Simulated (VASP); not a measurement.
# Sn (I4/mmm) in VASP: further runs

Aim: see how the results for Sn move with the level of theory and the settings. Levels: PBE-based screened hybrid with 25 % exact exchange, B3LYP, HF, PBEsol. Tasks: single point.

Everything below comes from runs of VASP 6.6.1. Logs are shortened: lines on timing, memory, paths and dates and some standing lists are left out, and cuts for length are marked.

## Step 1: The cell of the first run

The structure is tetragonal, space group I4/mmm (No. 139). The conventional cell has a = 4.245 Å, b = 4.245 Å, c = 3.072 Å, α = 90.00°, β = 90.00°, γ = 90.00°. Within 4.0 Å of Sn (site symmetry 4/mmm) lie 10 Sn at 3.07 to 3.37 Å.

## Step 2: Single point, PBE-based screened hybrid with 25 % exact exchange

The input, POSCAR:

```
Sn
1.0
   -2.1225500410      2.1225500410      1.5361032553
    2.1225500410     -2.1225500410      1.5361032553
    2.1225500410      2.1225500410     -1.5361032553
Sn
1
Direct
    0.0000000000      0.0000000000      0.0000000000
```

The input, INCAR.step1:

```
ALGO     = Normal         # electronic algorithm
EDIFF    = 1E-5           # SCF threshold, eV
ENCUT    = 520            # plane-wave cutoff, eV
GGA      = PE             # functional
ISIF     = 2              # what is computed and relaxed
ISMEAR   = -1             # smearing method
LASPH    = T              # aspherical terms in the spheres
LREAL    = F              # projectors in reciprocal space
LWAVE    = T              # write WAVECAR
NBANDS   = 13             # bands
NELM     = 80             # most SCF steps
PREC     = Accurate       # precision mode
SIGMA    = 0.05           # smearing width, eV
```

The input, INCAR.step2:

```
AEXX     = 0.25           # exact-exchange fraction
ALGO     = Normal         # electronic algorithm
EDIFF    = 1E-7           # SCF threshold, eV
ENCUT    = 520            # plane-wave cutoff, eV
GGA      = PE             # functional
HFSCREEN = 0.3            # screening, 1/A
ISIF     = 2              # what is computed and relaxed
ISMEAR   = -1             # smearing method
ISTART   = 1            
LASPH    = T              # aspherical terms in the spheres
LCHARG   = T              # write CHGCAR
LELF     = T              # ELF
LHFCALC  = T              # exact exchange
LREAL    = F              # projectors in reciprocal space
LVHAR    = T            
LWAVE    = F              # write WAVECAR
NBANDS   = 13             # bands
NELM     = 80             # most SCF steps
PREC     = Accurate       # precision mode
PRECFOCK = Normal       
SIGMA    = 0.05           # smearing width, eV
```

The input, KPOINTS:

```
k-points
0
Gamma
  5 5 5
```

Potentials or basis: VASP PAW PBE potentials, release 64 (Sn_d).

The run is started by

```sh
cat potpaw_PBE.64/Sn_d/POTCAR > POTCAR
cp INCAR.step1 INCAR
mpirun -np 1 vasp_std > vasp.out
cp INCAR.step2 INCAR
mpirun -np 1 vasp_std > vasp.out
```

OUTCAR:

```text
AEXX = 0.25
   EDIFF = 1E-7
   ENCUT = 520
   GGA = PE
   HFSCREEN = 0.3
   ISIF = 2
   ISMEAR = -1
   ISTART = 1
   LASPH = T
   LHFCALC = T
   LREAL = F
   NELM = 80
   PREC = Accurate
   PRECFOCK = Normal

 ion  position               nearest neighbor table
   1  0.000  0.000  0.000-

  LATTYP: Found a body centered tetragonal cell.
 ALAT       =     4.2451000820
 C/A-ratio  =     0.7237064972

  Lattice vectors:

 A1 = (  -2.1225500410,   2.1225500410,   1.5361032553)
 A2 = (   2.1225500410,  -2.1225500410,   1.5361032553)
 A3 = (   2.1225500410,   2.1225500410,  -1.5361032553)

Analysis of symmetry for initial positions (statically):
=====================================================================
 Subroutine PRICEL returns:
 Original cell was already a primitive cell.

 Routine SETGRP: Setting up the symmetry group for a
 body centered tetragonal supercell.

 Subroutine GETGRP returns: Found 16 space group operations
 (whereof 16 operations were pure point group operations)
 out of a pool of 16 trial point group operations.

The static configuration has the point symmetry D_4h.

Analysis of symmetry for dynamics (positions and initial velocities):
=====================================================================
 Subroutine PRICEL returns:
 Original cell was already a primitive cell.

 Routine SETGRP: Setting up the symmetry group for a
 body centered tetragonal supercell.

 Subroutine GETGRP returns: Found 16 space group operations
 (whereof 16 operations were pure point group operations)
 out of a pool of 16 trial point group operations.

The dynamic configuration has the point symmetry D_4h.

 Subroutine INISYM returns: Found 16 space group operations
 (whereof 16 operations are pure point group operations),
 and found     1 'primitive' translations

----------------------------------------------------------------------------------------

                                     Primitive cell

  volume of cell :      27.6819

  direct lattice vectors                    reciprocal lattice vectors
    -2.122550041  2.122550041  1.536103255     0.000000000  0.235565707  0.325498952
     2.122550041 -2.122550041  1.536103255     0.235565707  0.000000000  0.325498952
     2.122550041  2.122550041 -1.536103255     0.235565707  0.235565707  0.000000000

  length of vectors
     3.371950558  3.371950558  3.371950558     0.401796926  0.401796926  0.333140217

  position of ions in fractional coordinates (direct lattice)
     0.000000000  0.000000000  0.000000000

  ion indices of the primitive-cell ions
   primitive index   ion index
                 1           1

----------------------------------------------------------------------------------------

 KPOINTS: k-points

Automatic generation of k-mesh.
 Grid dimensions read from file:
 generate k-points for:    5    5    5

 Generating k-lattice:

  Cartesian coordinates                     Fractional coordinates (reciprocal lattice)
     0.000000000  0.047113141  0.065099790     0.200000000 -0.000000000  0.000000000
     0.047113141  0.000000000  0.065099790    -0.000000000  0.200000000  0.000000000
     0.047113141  0.047113141  0.000000000     0.000000000  0.000000000  0.200000000

  Length of vectors
     0.080359385  0.080359385  0.066628043

  Shift w.r.t. Gamma in fractional coordinates (k-lattice)
     0.000000000  0.000000000  0.000000000

 Subroutine IBZKPT returns following result:
 ===========================================

 Found     18 irreducible k-points:

 Following reciprocal coordinates:
            Coordinates               Weight
  0.000000  0.000000  0.000000      1.000000
  0.200000 -0.000000  0.000000      8.000000
  0.400000 -0.000000  0.000000      8.000000
  0.200000  0.200000  0.000000      8.000000
  0.400000  0.200000  0.000000     16.000000
 -0.400000  0.200000 -0.000000     16.000000
[... 10 lines left out ...]
 -0.400000  0.400000  0.400000      4.000000
 -0.400000 -0.400000  0.400000      2.000000
   k-points           NKPTS =     18   k-points in BZ     NKDIM =    125   number of bands    NBANDS=     13
   number of dos      NEDOS =    301   number of ions     NIONS =      1
   total plane-waves  NPLWV =  21952
   dimension x,y,z NGX =    28 NGY =   28 NGZ =   28
   dimension x,y,z NGXF=    56 NGYF=   56 NGZF=   56
   ions per type =               1
   NGX,Y,Z   is equivalent  to a cutoff of  13.80, 13.80, 13.80 a.u.
   NGXF,Y,Z  is equivalent  to a cutoff of  27.61, 27.61, 27.61 a.u.
 SYSTEM =  unknown system
   PREC   = accura    normal or accurate (medium, high low for compatibility)
   ISTART =      1    job   : 0-new  1-cont  2-samecut
   ICHARG =      0    charge: 1-file 2-atom 10-const
   ISPIN  =      1    spin polarized calculation?
   LNONCOLLINEAR =      F non collinear calculations
   LSORBIT =      F    spin-orbit coupling
   LASPH  =      T    aspherical Exc in radial PAW
   ENCUT  =  520.0 eV  38.22 Ry    6.18 a.u.   6.27  6.27  6.27*2*pi/ulx,y,z
   NELM   =     80;   NELMIN=  2; NELMDL=  0     # of ELM steps
   EDIFF  = 0.1E-06   stopping-criterion for ELM
   LREAL  =      F    real-space projection
   EDIFFG = 0.1E-05   stopping-criterion for IOM
   NSW    =      0    number of steps for IOM
   IBRION =     -1    ionic relax: 0-MD 1-quasi-New 2-CG
   NFREE  =      0    steps in history (QN), initial steepest desc. (CG)
   ISIF   =      2    stress and relaxation
   ISYM   =      3    0-nonsym 1-usesym 2-fastsym
   POTIM  = 0.5000    time-step for ionic-motion
   TEBEG  =    0.0;   TEEND  =   0.0 temperature during run
   PSTRESS=    0.0 pullay stress
   NELECT =      14.0000    total number of electrons
   NUPDOWN=      -1.0000    fix difference up-down
   EMIN   =  10.00;   EMAX   =-10.00  energy-range for DOS
   EFERMI =   0.00;   METHOD = LEGACY
   ISMEAR =    -1;   SIGMA  =   0.05  broadening in eV -4-tet -1-fermi 0-gaus
   EFERMI_NEDOS =   21; number of points for ismear=-14 and -15
   IALGO  =     38    algorithm
   IMIX   =      1    mixing-type and parameters
     AMIX     =   0.40;   BMIX     =  1.00
     AMIX_MAG =   1.60;   BMIX_MAG =  1.00
  volume/ion in A,a.u.               =      27.68       186.81
  Fermi-wavevector in a.u.,A,eV,Ry     =   1.304324  2.464815 23.147055  1.701261
  Thomas-Fermi vector in A             =   2.435267
   LORBIT       =      0    0 simple, 1 ext, 2 COOP (PROOUT), +10 PAW based schemes
   GGA     = PE    functional components
   LHFCALC =     T    Hartree Fock is set to
   PRECFOCK=normal    Normal, Fast or Accurate (Low or Medium for compatibility)
   ENCUT4O =  -1.0   cutoff for four orbital integrals eV
   NKREDX  =     1    reduce k-point grid by
   NKREDY  =     1    reduce k-point grid by
   NKREDZ  =     1    reduce k-point grid by
   AEXX    =    0.2500 exact exchange contribution
   HFSCREEN=    0.3000 screening length (either q_TF or 0.3 A-1)
   HFSCREENC=   0.3000 screening length for correlation (either q_TF or 0.3 A-1)
   ENCUTFOCK=  -1.0 apply spherical cutoff to Coloumb kernel
   IVDW    =     0    specifies the selected vdW correction
   LEPSILON=     F    determine dielectric tensor
   LRPA    =     F    only Hartree local field effects (RPA)
 non-spin polarized calculation
  energy-cutoff  :      520.00
  volume of cell :       27.68
 maximum number of plane-waves:       752
 NGX is ok and might be reduce to    28
  NGX = 20; NGY = 20; NGZ = 20

 number of electron      14.0000002 magnetization

 Free energy of the ion-electron system (eV)
  ---------------------------------------------------
  ext. energy  EPLUGINS =         0.00000000
  ---------------------------------------------------
  free energy    TOTEN  =        -4.13987319 eV

  energy without entropy =       -4.13412348  energy(sigma->0) =       -4.13699834

 E-fermi :   7.7578     XC(G=0):  -8.6421

 val. band max:        7.7412169996   @ k =   0.2000   0.2000   0.0000
 cond. band min:       7.9084783922   @ k =  -0.2000   0.4000   0.2000
 fundamental gap:      0.1672613926
 Fermi energy:         7.7578156724

 k-point     1 :       0.0000    0.0000    0.0000
  band No.  band energies     occupation
      1     -15.9911      2.00000
      2     -15.9830      2.00000
      3     -15.8293      2.00000
      4     -15.8293      2.00000
      5     -15.7818      2.00000
      6      -4.4174      2.00000
      7      13.8171      0.00000
      8      13.8171      0.00000
      9      17.1405      0.00000
     10      18.0741      0.00000
     11      19.3751      0.00000
     12      22.3010      0.00000
     13      22.3010      0.00000

 k-point     2 :       0.2000   -0.0000    0.0000
  band No.  band energies     occupation
      1     -15.9527      2.00000
      2     -15.8968      2.00000
      3     -15.8468      2.00000
      4     -15.8376      2.00000
      5     -15.7971      2.00000
      6      -3.2838      2.00000
      7      12.2982      0.00000
      8      12.4358      0.00000
      9      13.6491      0.00000
     10      18.2252      0.00000
     11      18.4528      0.00000
     12      20.4444      0.00000
     13      21.2007      0.00000

 k-point     3 :       0.4000   -0.0000    0.0000
  band No.  band energies     occupation
      1     -15.9823      2.00000
      2     -15.9254      2.00000
      3     -15.8186      2.00000
      4     -15.7702      2.00000
      5     -15.6995      2.00000
      6       0.1338      2.00000
      7       5.9342      2.00000
      8      11.1972      0.00000
      9      11.9753      0.00000
     10      15.5295      0.00000
     11      15.5317      0.00000
     12      21.4266      0.00000
     13      24.2697      0.00000
[... 209 lines left out ...]
 k-point    17 :      -0.4000    0.4000    0.4000
  band No.  band energies     occupation
      1     -16.0597      2.00000
      2     -15.9147      2.00000
      3     -15.7559      2.00000
      4     -15.7402      2.00000
      5     -15.7392      2.00000
      6       1.2517      2.00000
      7       5.8859      2.00000
      8       6.5320      2.00000
      9      12.1933      0.00000
     10      13.4997      0.00000
     11      16.9374      0.00000
     12      27.9060      0.00000
     13      28.0587      0.00000

 k-point    18 :      -0.4000   -0.4000    0.4000
  band No.  band energies     occupation
      1     -15.9462      2.00000
      2     -15.9133      2.00000
      3     -15.7829      2.00000
      4     -15.7829      2.00000
      5     -15.7485      2.00000
      6       3.5460      2.00000
      7       6.2719      2.00000
      8       6.2719      2.00000
      9       8.2766      0.00006
     10      11.1724      0.00000
     11      22.4241      0.00000
     12      25.3775      0.00000
     13      26.1691      0.00000

------------------------ aborting loop because EDIFF is reached ----------------------------------------

  FORCE on cell =-STRESS in cart. coord.  units (eV):
  Direction    XX          YY          ZZ          XY          YZ          ZX
  --------------------------------------------------------------------------------------
  -------------------------------------------------------------------------------------
  Total       -0.0088131     -0.0088131     -0.0070884      0.0000000      0.0000000      0.0000000
  in kB       -0.5100871     -0.5100871     -0.4102640      0.0000000      0.0000000      0.0000000
  external PRESSURE =      -0.4768127 kB  Pullay stress =       0.0000000 kB

 VOLUME and BASIS-vectors are now :
 -----------------------------------------------------------------------------
  energy-cutoff  :      520.00
  volume of cell :       27.68
      direct lattice vectors                 reciprocal lattice vectors
    -2.122550041  2.122550041  1.536103255     0.000000000  0.235565707  0.325498952
     2.122550041 -2.122550041  1.536103255     0.235565707  0.000000000  0.325498952
     2.122550041  2.122550041 -1.536103255     0.235565707  0.235565707  0.000000000

 POSITION                                       TOTAL-FORCE (eV/Angst)
 -----------------------------------------------------------------------------------
      0.00000      0.00000      0.00000        -0.000000      0.000000      0.000000
 -----------------------------------------------------------------------------------
    total drift:                                0.000000      0.000000     -0.000000

  FREE ENERGIE OF THE ION-ELECTRON SYSTEM (eV)
  ---------------------------------------------------
  free  energy   TOTEN  =        -4.1398731909 eV

  energy  without entropy=       -4.1341234792  energy(sigma->0) =       -4.13699834
```

Wall time 13 min (1 thread of AMD EPYC 7R13 (Zen 3), shared host); peak memory 0.23 GiB.

Results:

```
Free energy            : -4.1399 eV
Pressure               : 0.0 GPa
Band gap on the k mesh : zero (bands 7 and 8 overlap by 7.55 eV)
```

Caveat: the k points lie up to 0.50 Å⁻¹ apart, too coarse for converged energies and pressures of a metal; the PAW data sets were made with another functional, which shifts forces and pressure a little; spin-orbit coupling is left out, which moves the levels of the heavy elements.

## Step 3: Single point, B3LYP

This run uses another cell than the first one, of 31.38 Å³/atom.

The input, POSCAR:

```
Sn
1.0
   -2.0837869189      2.0837869189      1.8066203189
    2.0837869189     -2.0837869189      1.8066203189
    2.0837869189      2.0837869189     -1.8066203189
Sn
1
Direct
    0.0000000000      0.0000000000      0.0000000000
```

The input, INCAR.step1:

```
ALGO = Normal ; EDIFF = 1E-5
ENCUT = 520 ; GGA = PE
ISIF = 2 ; ISMEAR = -1
LASPH = T ; LCHARG = F
LREAL = F ; LWAVE = T
NBANDS = 13 ; NELM = 100
PREC = Accurate ; SIGMA = 0.05
```

The input, INCAR.step2:

```
AEXX = 0.2 ; AGGAC = 0.81
AGGAX = 0.72 ; ALDAC = 0.19
ALGO = Normal ; EDIFF = 1E-6
ENCUT = 520 ; GGA = B3
ISIF = 2 ; ISMEAR = -1
ISTART = 1 ; LASPH = T
LCHARG = F ; LHFCALC = T
LREAL = F ; LWAVE = F
NBANDS = 13 ; NELM = 100
PREC = Accurate ; PRECFOCK = Normal
SIGMA = 0.05
```

KPOINTS is that of step 2.

Potentials or basis: VASP PAW PBE potentials, release 64 (Sn_d).

The run is started by

```sh
cat potpaw_PBE.64/Sn_d/POTCAR > POTCAR
cp INCAR.step1 INCAR
mpirun -np 1 vasp_std > vasp.out
cp INCAR.step2 INCAR
mpirun -np 1 vasp_std > vasp.out
```

OUTCAR:

```text
AEXX = 0.2
   EDIFF = 1E-6
   ENCUT = 520
   GGA = B3
   ISIF = 2
   ISMEAR = -1
   ISTART = 1
   LASPH = T
   LHFCALC = T
   LREAL = F
   NELM = 100
   PREC = Accurate
   PRECFOCK = Normal

 ion  position               nearest neighbor table
   1  0.000  0.000  0.000-

  LATTYP: Found a body centered tetragonal cell.
 ALAT       =     4.1675738378
 C/A-ratio  =     0.8669889913

  Lattice vectors:

[... 466 lines left out ...]
      9       5.9483      2.00000
     10      11.3153      0.00000
     11      16.2194      0.00000
     12      23.5292      0.00000
     13      24.0737      0.00000

------------------------ aborting loop because EDIFF is reached ----------------------------------------

  FORCE on cell =-STRESS in cart. coord.  units (eV):
  Direction    XX          YY          ZZ          XY          YZ          ZX
  --------------------------------------------------------------------------------------
  -------------------------------------------------------------------------------------
  Total       -0.0069521     -0.0069521     -0.0146277      0.0000000      0.0000000      0.0000000
  in kB       -0.3549731     -0.3549731     -0.7468849      0.0000000      0.0000000      0.0000000
  external PRESSURE =      -0.4856103 kB  Pullay stress =       0.0000000 kB

 VOLUME and BASIS-vectors are now :
 -----------------------------------------------------------------------------
  energy-cutoff  :      520.00
  volume of cell :       31.38
      direct lattice vectors                 reciprocal lattice vectors
    -2.083786919  2.083786919  1.806620319     0.000000000  0.239947758  0.276759867
     2.083786919 -2.083786919  1.806620319     0.239947758  0.000000000  0.276759867
     2.083786919  2.083786919 -1.806620319     0.239947758  0.239947758  0.000000000

 POSITION                                       TOTAL-FORCE (eV/Angst)
 -----------------------------------------------------------------------------------
      0.00000      0.00000      0.00000         0.000000      0.000000      0.000000
 -----------------------------------------------------------------------------------
    total drift:                                0.000000      0.000000      0.000000

  FREE ENERGIE OF THE ION-ELECTRON SYSTEM (eV)
  ---------------------------------------------------
  free  energy   TOTEN  =        -3.7739603372 eV

  energy  without entropy=       -3.7695697590  energy(sigma->0) =       -3.77176505
```

OUTCAR.step1:

```text
EDIFF = 1E-5
   ENCUT = 520
   GGA = PE
   ISIF = 2
   ISMEAR = -1
   LASPH = T
[... 495 lines left out ...]

 POSITION                                       TOTAL-FORCE (eV/Angst)
 -----------------------------------------------------------------------------------
      0.00000      0.00000      0.00000         0.000000      0.000000     -0.000000
 -----------------------------------------------------------------------------------
    total drift:                                0.000000      0.000000      0.000000

  FREE ENERGIE OF THE ION-ELECTRON SYSTEM (eV)
  ---------------------------------------------------
  free  energy   TOTEN  =        -3.6396538520 eV

  energy  without entropy=       -3.6279004844  energy(sigma->0) =       -3.63377717
```

It took 7.7 min on 1 thread of AMD EPYC 7R13 (Zen 3), shared host; peak memory 0.14 GiB.

What came out:

* Free energy: -3.7740 eV
* Pressure: 0.0 GPa
* Band gap on the k mesh: zero (bands 7 and 8 overlap by 8.24 eV)

Caveat: the k points lie up to 0.46 Å⁻¹ apart, too coarse for converged energies and pressures of a metal; the PAW data sets were made with another functional, which shifts forces and pressure a little; spin-orbit coupling is left out, which moves the levels of the heavy elements.

(Part 1 of 2 ends here.)

The gap in the log of VASP goes by the Fermi energy; the results here count the filled bands.